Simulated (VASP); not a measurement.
# I (Fmmm) in VASP: further runs

I is run at these levels: LDA, PBEsol; tasks: single point.

Everything below comes from runs of VASP 6.6.1. Logs are shortened: lines on timing, memory, paths and dates and some standing lists are left out, and cuts for length are marked.

## Step 1: The cell of the first run

Symmetry: Fmmm, No. 69, orthorhombic system. Conventional cell: a = 4.384 Å, b = 4.731 Å, c = 7.820 Å, α = 90.00°, β = 90.00°, γ = 90.00°. I (site symmetry mmm) has 4 I at 3.23 Å within 4.2 Å.

## Step 2: Single point, LDA

Input file INCAR:

```
PREC     = Accurate       # precision mode
ENCUT    = 520            # plane-wave cutoff, eV
EDIFF    = 1E-6           # SCF threshold, eV
ISMEAR   = -1             # smearing method
SIGMA    = 0.05           # smearing width, eV
LREAL    = F              # projectors in reciprocal space
LASPH    = T              # aspherical terms in the spheres
NELM     = 80             # most SCF steps
ALGO     = Normal         # electronic algorithm
ISIF     = 2              # what is computed and relaxed
LWAVE    = F              # write WAVECAR
LCHARG   = F              # write CHGCAR
GGA      = CA             # functional
NBANDS   = 10             # bands
```

Input file KPOINTS:

```
regular mesh
0
Gamma
  5 5 5
```

Input file POSCAR:

```
I
1.0
    0.0000000000      2.3656004428      3.9098401324
    2.1922454667      0.0000000000      3.9098401324
    2.1922454667      2.3656004428      0.0000000000
I
1
Direct
    0.0000000000      0.0000000000      0.0000000000
```

Potentials or basis: VASP PAW LDA potentials, release 64 (I).

Launch:

```console
> cat potpaw_LDA.64/I/POTCAR > POTCAR
> mpirun -np 1 vasp_std > vasp.out
```

OUTCAR:

```text
PREC = Accurate
   ENCUT = 520
   EDIFF = 1E-6
   ISMEAR = -1
   LREAL = F
   LASPH = T
   NELM = 80
   ISIF = 2
   GGA = CA

 ion  position               nearest neighbor table
   1  0.000  0.000  0.000-

  LATTYP: Found a face centered orthorhombic cell.
 ALAT       =     4.3844909334
 B/A-ratio  =     1.0790764441
 C/A-ratio  =     1.7834864717

  Lattice vectors:

 A1 = (   0.0000000000,   2.3656004428,   3.9098401324)
 A2 = (   2.1922454667,   0.0000000000,   3.9098401324)
 A3 = (   2.1922454667,   2.3656004428,   0.0000000000)

Analysis of symmetry for initial positions (statically):
=====================================================================
 Subroutine PRICEL returns:
 Original cell was already a primitive cell.

 Routine SETGRP: Setting up the symmetry group for a
 face centered orthorhombic supercell.

 Subroutine GETGRP returns: Found  8 space group operations
 (whereof  8 operations were pure point group operations)
 out of a pool of  8 trial point group operations.

The static configuration has the point symmetry D_2h.

Analysis of symmetry for dynamics (positions and initial velocities):
=====================================================================
 Subroutine PRICEL returns:
 Original cell was already a primitive cell.

 Routine SETGRP: Setting up the symmetry group for a
 face centered orthorhombic supercell.

 Subroutine GETGRP returns: Found  8 space group operations
 (whereof  8 operations were pure point group operations)
 out of a pool of  8 trial point group operations.

The dynamic configuration has the point symmetry D_2h.

 Subroutine INISYM returns: Found  8 space group operations
 (whereof  8 operations are pure point group operations),
 and found     1 'primitive' translations

----------------------------------------------------------------------------------------

                                     Primitive cell

  volume of cell :      40.5527

  direct lattice vectors                    reciprocal lattice vectors
     0.000000000  2.365600443  3.909840132    -0.228076649  0.211362828  0.127882467
     2.192245467  0.000000000  3.909840132     0.228076649 -0.211362828  0.127882467
     2.192245467  2.365600443  0.000000000     0.228076649  0.211362828 -0.127882467

  length of vectors
     4.569782852  4.482498193  3.225214046     0.336224818  0.336224818  0.336224818

  position of ions in fractional coordinates (direct lattice)
     0.000000000  0.000000000  0.000000000

  ion indices of the primitive-cell ions
   primitive index   ion index
                 1           1

----------------------------------------------------------------------------------------

 KPOINTS: regular mesh

Automatic generation of k-mesh.
 Grid dimensions read from file:
 generate k-points for:    5    5    5

 Generating k-lattice:

  Cartesian coordinates                     Fractional coordinates (reciprocal lattice)
    -0.045615330  0.042272566  0.025576493     0.200000000  0.000000000  0.000000000
     0.045615330 -0.042272566  0.025576493     0.000000000  0.200000000  0.000000000
     0.045615330  0.042272566 -0.025576493     0.000000000  0.000000000  0.200000000

  Length of vectors
     0.067244964  0.067244964  0.067244964

  Shift w.r.t. Gamma in fractional coordinates (k-lattice)
     0.000000000  0.000000000  0.000000000

 Subroutine IBZKPT returns following result:
 ===========================================

 Found     27 irreducible k-points:

 Following reciprocal coordinates:
            Coordinates               Weight
  0.000000  0.000000  0.000000      1.000000
  0.200000  0.000000  0.000000      8.000000
  0.400000  0.000000  0.000000      8.000000
  0.200000  0.200000  0.000000      2.000000
  0.400000  0.200000 -0.000000      8.000000
 -0.400000  0.200000 -0.000000      8.000000
[... 16 lines left out ...]
 -0.400000  0.000000  0.400000      4.000000
 -0.400000  0.200000  0.400000      4.000000
 [... further k-points ...]
   k-points           NKPTS =     27   k-points in BZ     NKDIM =     27   number of bands    NBANDS=     10
   number of dos      NEDOS =    301   number of ions     NIONS =      1
   total plane-waves  NPLWV =  31104
   dimension x,y,z NGX =    36 NGY =   36 NGZ =   24
   dimension x,y,z NGXF=    72 NGYF=   72 NGZF=   48
   ions per type =               1
   NGX,Y,Z   is equivalent  to a cutoff of  13.10, 13.35, 12.37 a.u.
   NGXF,Y,Z  is equivalent  to a cutoff of  26.19, 26.70, 24.74 a.u.
 SYSTEM =  unknown system
   PREC   = accura    normal or accurate (medium, high low for compatibility)
   ISTART =      0    job   : 0-new  1-cont  2-samecut
   ICHARG =      2    charge: 1-file 2-atom 10-const
   ISPIN  =      1    spin polarized calculation?
   LNONCOLLINEAR =      F non collinear calculations
   LSORBIT =      F    spin-orbit coupling
   LASPH  =      T    aspherical Exc in radial PAW
   ENCUT  =  520.0 eV  38.22 Ry    6.18 a.u.   8.50  8.33  6.00*2*pi/ulx,y,z
   NELM   =     80;   NELMIN=  2; NELMDL= -5     # of ELM steps
   EDIFF  = 0.1E-05   stopping-criterion for ELM
   LREAL  =      F    real-space projection
   EDIFFG = 0.1E-04   stopping-criterion for IOM
   NSW    =      0    number of steps for IOM
   IBRION =     -1    ionic relax: 0-MD 1-quasi-New 2-CG
   NFREE  =      0    steps in history (QN), initial steepest desc. (CG)
   ISIF   =      2    stress and relaxation
   ISYM   =      2    0-nonsym 1-usesym 2-fastsym
   POTIM  = 0.5000    time-step for ionic-motion
   TEBEG  =    0.0;   TEEND  =   0.0 temperature during run
   PSTRESS=    0.0 pullay stress
   NELECT =       7.0000    total number of electrons
   NUPDOWN=      -1.0000    fix difference up-down
   EMIN   =  10.00;   EMAX   =-10.00  energy-range for DOS
   EFERMI =   0.00;   METHOD = LEGACY
   ISMEAR =    -1;   SIGMA  =   0.05  broadening in eV -4-tet -1-fermi 0-gaus
   EFERMI_NEDOS =   21; number of points for ismear=-14 and -15
   IALGO  =     38    algorithm
   IMIX   =      4    mixing-type and parameters
     AMIX     =   0.40;   BMIX     =  1.00
     AMIX_MAG =   1.60;   BMIX_MAG =  1.00
  volume/ion in A,a.u.               =      40.55       273.66
  Fermi-wavevector in a.u.,A,eV,Ry     =   0.911523  1.722529 11.304731  0.830874
  Thomas-Fermi vector in A             =   2.035812
   LORBIT       =      0    0 simple, 1 ext, 2 COOP (PROOUT), +10 PAW based schemes
   GGA     = CA    functional components
   LHFCALC =     F    Hartree Fock is set to
   AEXX    =    0.0000 exact exchange contribution
   IVDW    =     0    specifies the selected vdW correction
   LEPSILON=     F    determine dielectric tensor
   LRPA    =     F    only Hartree local field effects (RPA)
 non-spin polarized calculation
  energy-cutoff  :      520.00
  volume of cell :       40.55
 maximum number of plane-waves:      1106
 NGX is ok and might be reduce to    36
   NGX = 17   NGY = 17   NGZ = 11

 number of electron       7.0000000 magnetization

 Free energy of the ion-electron system (eV)
  ---------------------------------------------------
  ext. energy  EPLUGINS =         0.00000000
  ---------------------------------------------------
  free energy    TOTEN  =        -1.94842267 eV

  energy without entropy =       -1.93354470  energy(sigma->0) =       -1.94098368

 E-fermi :   2.5912     XC(G=0):  -8.6048

 val. band max:        2.5765539218   @ k =  -0.4000   0.2000   0.2000
 cond. band min:       2.6075917739   @ k =   0.4000   0.0000   0.2000
 fundamental gap:      0.0310378521
 Fermi energy:         2.5911770889

 k-point     1 :       0.0000    0.0000    0.0000
  band No.  band energies     occupation
      1     -10.5834      2.00000
      2       1.3895      2.00000
      3       4.0916      0.00000
      4       4.3818      0.00000
      5       7.5593      0.00000
      6      10.8756      0.00000
      7      11.4513      0.00000
      8      15.3640      0.00000
      9      15.5136      0.00000
     10      15.6781      0.00000

 k-point     2 :       0.2000    0.0000    0.0000
  band No.  band energies     occupation
      1     -10.1751      2.00000
      2       1.2765      2.00000
      3       1.6546      2.00000
      4       4.4865      0.00000
      5       8.5561      0.00000
      6      11.4225      0.00000
      7      11.6267      0.00000
      8      14.6677      0.00000
      9      15.9839      0.00000
     10      16.8191      0.00000

 k-point     3 :       0.4000    0.0000    0.0000
  band No.  band energies     occupation
      1      -9.3176      2.00000
      2      -1.4241      2.00000
      3       1.5475      2.00000
      4       4.9397      0.00000
      5       8.1876      0.00000
      6      12.2535      0.00000
      7      12.4665      0.00000
      8      15.0925      0.00000
      9      16.4318      0.00000
     10      17.1378      0.00000

 k-point     4 :       0.2000    0.2000    0.0000
  band No.  band energies     occupation
      1     -10.4993      2.00000
      2       0.4471      2.00000
      3       4.0098      0.00000
      4       4.3074      0.00000
      5       9.3616      0.00000
      6      10.6577      0.00000
      7      11.0420      0.00000
      8      16.0616      0.00000
      9      16.3397      0.00000
     10      16.5826      0.00000
[... 222 lines left out ...]
 k-point    22 :       0.4000    0.0000    0.4000
  band No.  band energies     occupation
      1      -8.2229      2.00000
      2      -0.5819      2.00000
      3       0.1259      2.00000
      4       2.7138      0.15847
      5       7.7952      0.00000
      6      10.0269      0.00000
      7      11.8388      0.00000
      8      12.0900      0.00000
      9      15.4449      0.00000
     10      16.8355      0.00000

 k-point    23 :      -0.4000    0.0000    0.4000
  band No.  band energies     occupation
      1      -8.1241      2.00000
      2      -0.7230      2.00000
      3      -0.0902      2.00000
      4       2.3625      1.97956
      5       8.2635      0.00000
      6       9.9305      0.00000
      7      12.1664      0.00000
      8      13.8273      0.00000
      9      15.7473      0.00000
     10      16.0066      0.00000

 k-point    24 :      -0.4000    0.2000    0.4000
  band No.  band energies     occupation
      1      -8.1934      2.00000
      2      -0.5159      2.00000
      3       0.0142      2.00000
      4       2.4841      1.78986
      5       7.9723      0.00000
      6      10.0768      0.00000
      7      10.8213      0.00000
      8      13.5836      0.00000
      9      15.3868      0.00000
     10      19.7036      0.00000

 [... further k-points ...]

------------------------ aborting loop because EDIFF is reached ----------------------------------------

  FORCE on cell =-STRESS in cart. coord.  units (eV):
  Direction    XX          YY          ZZ          XY          YZ          ZX
  --------------------------------------------------------------------------------------
  -------------------------------------------------------------------------------------
  Total       -0.8566282     -0.6340131     -0.2759381      0.0000000      0.0000000      0.0000000
  in kB      -33.8441314    -25.0489335    -10.9019138      0.0000000      0.0000000      0.0000000
  external PRESSURE =     -23.2649929 kB  Pullay stress =       0.0000000 kB

 VOLUME and BASIS-vectors are now :
 -----------------------------------------------------------------------------
  energy-cutoff  :      520.00
  volume of cell :       40.55
      direct lattice vectors                 reciprocal lattice vectors
     0.000000000  2.365600443  3.909840132    -0.228076649  0.211362828  0.127882467
     2.192245467  0.000000000  3.909840132     0.228076649 -0.211362828  0.127882467
     2.192245467  2.365600443  0.000000000     0.228076649  0.211362828 -0.127882467

 POSITION                                       TOTAL-FORCE (eV/Angst)
 -----------------------------------------------------------------------------------
      0.00000      0.00000      0.00000        -0.000000      0.000000      0.000000
 -----------------------------------------------------------------------------------
    total drift:                                0.000000      0.000000      0.000000

  FREE ENERGIE OF THE ION-ELECTRON SYSTEM (eV)
  ---------------------------------------------------
  free  energy   TOTEN  =        -1.9484226710 eV

  energy  without entropy=       -1.9335446974  energy(sigma->0) =       -1.94098368
```

Wall time 6.9 s (1 thread of Intel Xeon Platinum 8259CL at 2.50GHz (Skylake/Cascade Lake), shared host); peak memory 0.15 GiB.

What came out:

```
Free energy            : -1.9484 eV
Pressure               : -2.3 GPa
Band gap on the k mesh : zero (an odd number of electrons rules out a gap without spin polarisation)
```

Levels at points of the mesh, in eV from the Fermi level:
```tsv
k point	band 1	band 2	band 3	band 4	band 5	band 6	band 7	band 8
(0.00, 0.00, 0.00)	-13.17	-1.20	1.50	1.79	4.97	8.28	8.86	12.77
```

Caveat: the k points lie up to 0.42 Å⁻¹ apart, too coarse for converged energies and pressures of a metal; spin-orbit coupling is left out, which moves the levels of the heavy elements; an odd number of electrons without spin polarisation forces a metal; a magnetic or distorted state may lie lower.

## Step 3: Single point, PBEsol

Input file INCAR:

```
SYSTEM = I
ALGO = Normal ; EDIFF = 1E-6
ENCUT = 520 ; GGA = PS
ISIF = 2 ; ISMEAR = -1
LASPH = .True. ; LCHARG = .True.
LELF = .True. ; LREAL = .False.
LVHAR = .True. ; LWAVE = .False.
NBANDS = 10 ; NELM = 80
PREC = Accurate ; SIGMA = 0.05
```

Input file KPOINTS:

```
k-points
0
Gamma
  5 5 5
  0 0 0
```

POSCAR is that of step 2.

Potentials or basis: VASP PAW PBE potentials, release 64 (I).

Launch:

```console
> cat potpaw_PBE.64/I/POTCAR > POTCAR
> mpirun -np 1 vasp_std > vasp.out
```

Wall time 12 s (1 thread of Intel Xeon Platinum 8259CL at 2.50GHz (Skylake/Cascade Lake), shared host); peak memory 0.17 GiB.

It converged, with:

```
Free energy            : -1.6870 eV
Pressure               : -1.4 GPa
Band gap on the k mesh : zero (an odd number of electrons rules out a gap without spin polarisation)
```

Stress tensor (GPa, compression positive):
```
-2.47  0.00  0.00
 0.00 -1.49  0.00
 0.00  0.00 -0.36
```

Levels at points of the mesh, in eV from the Fermi level:
| k point | band 1 | band 2 | band 3 | band 4 | band 5 | band 6 | band 7 | band 8 | band 9 |
| --- | --- | --- | --- | --- | --- | --- | --- | --- | --- |
| (0.00, 0.00, 0.00) | -13.17 | -1.22 | 1.51 | 1.81 | 5.08 | 8.22 | 8.84 | 12.79 | 12.99 |

Caveat: the k points lie up to 0.42 Å⁻¹ apart, too coarse for converged energies and pressures of a metal; the PAW data sets were made with another functional, which shifts forces and pressure a little; spin-orbit coupling is left out, which moves the levels of the heavy elements; an odd number of electrons without spin polarisation forces a metal; a magnetic or distorted state may lie lower.
